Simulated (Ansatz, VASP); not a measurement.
**CsAs: VASP beside Ansatz**

Contents of POSCAR:

```
CsAs
1.0
    4.7623760000      0.0000000000      0.0000000000
   -2.3811880000      4.1243440000      0.0000000000
    0.0000000000      0.0000000000     10.9133010000
As Cs
3 3
Direct
    0.3333300000      0.3333300000      0.0000000000
    0.6666700000      0.0000000000      0.6666700000
    0.0000000000      0.6666700000      0.3333300000
    0.3333300000      0.3333300000      0.5000000000
    0.6666700000      0.0000000000      0.1666700000
    0.0000000000      0.6666700000      0.8333300000
```

Contents of INCAR.step1:

```
SYSTEM = CsAs
PREC = Accurate
ENCUT = 520
ISMEAR = -1
SIGMA = 0.1
LREAL = .FALSE.
LASPH = .TRUE.
NELM = 80
NBANDS = 30
GGA = PE
ALGO = Normal
EDIFF = 1E-4
LWAVE = .TRUE.
LCHARG = .FALSE.
```

The input INCAR.step2:

```
SYSTEM = CsAs
PREC = Accurate
ENCUT = 520
EDIFF = 1E-6
ISMEAR = -1
SIGMA = 0.1
LREAL = .FALSE.
LASPH = .TRUE.
NELM = 80
ALGO = Normal
ISIF = 2
LWAVE = .FALSE.
LCHARG = .FALSE.
METAGGA = R2SCAN
LMIXTAU = .TRUE.
NBANDS = 30
ISTART = 1
```

Contents of KPOINTS:

```
regular mesh
0
G
  8 8 3
  0 0 0
```

Input for Ansatz:

```yaml
crystal:
  lattice:
    - [4.762376, 0.0, 0.0]
    - [-2.381188, 4.124344, 0.0]
    - [0.0, 0.0, 10.913301]
  atoms:
    - { symbol: As, position: [0.33333, 0.33333, 0.0] }
    - { symbol: As, position: [0.66667, 0.0, 0.66667] }
    - { symbol: As, position: [0.0, 0.66667, 0.33333] }
    - { symbol: Cs, position: [0.33333, 0.33333, 0.5] }
    - { symbol: Cs, position: [0.66667, 0.0, 0.16667] }
    - { symbol: Cs, position: [0.0, 0.66667, 0.83333] }
  symmetry: { tolerance: 0.0003 }
kpoints:
  mp_grid: { grid: [8, 8, 3], shift: [0, 0, 0] }
  band_path:
    path:
      - [0.0, 0.0, 0.0]
      - [0.0, 0.0, 1.5]
      - [0.47623654, -0.23811827, 1.5]
      - [0.76188173, -0.52376346, 0.5]
      - [0.5, 0.0, 0.5]
      - [0.0, 0.0, 0.0]
      - [0.76188173, -0.38094087, 0.0]
      - [0.61905913, -0.38094087, 1.0]
      - [0.5, -0.5, 1.0]
      - [0.0, 0.0, 0.0]
    npoints: 6
magnetization:
  spin_polarized: false
scf:
  occupations: { method: fermi_dirac }
  lower_state_search: "off"
  max_iter: 200
hamiltonian:
  pseudopotentials: { kind: paw }
  xc: r2scan
basis:
  ecutwfc: 500
  fft_grid_basis: typed
output:
  forces: true
  stress: true
  eigenvalues: true
  bader: true
  populations: true
  elf: true
  write_potential: true
  volumetric_format: npy
  dos:
    e_range: [-12, 8]
    de: 0.05
    projected: { site_lists: { As: [As], Cs: [Cs] } }
checkpoint:
  read: saved_state
```

Alike in both runs: task single point; functional r2SCAN; k mesh 8 × 8 × 3; no spin polarisation.

|  | VASP | Ansatz |
| --- | --- | --- |
| version | VASP 6.6.1 | Ansatz 0.2.0 |
| potentials or method | VASP PAW PBE potentials, release 64 (As, Cs_sv), cutoff 520 eV | PAW plane waves |
| occupations | fermi-dirac, width 0.1 eV | fermi-dirac |
| valence electrons in the cell | 42 | 72 |

```csv
,VASP,Ansatz,Ansatz less VASP
pressure (GPa),5.5,5.3,-0.13
"traceless stress, the component that is largest in VASP (GPa)",-0.85,-0.84,+0.009
```

VASP's potentials were made for PBE, not for r2SCAN. VASP's potentials hold 42 valence electrons a cell and Ansatz's 72, so a difference there can come from the potentials and not from the codes. Ansatz's warnings: structure snapped to symmetry.

Neither program's run includes spin-orbit coupling.
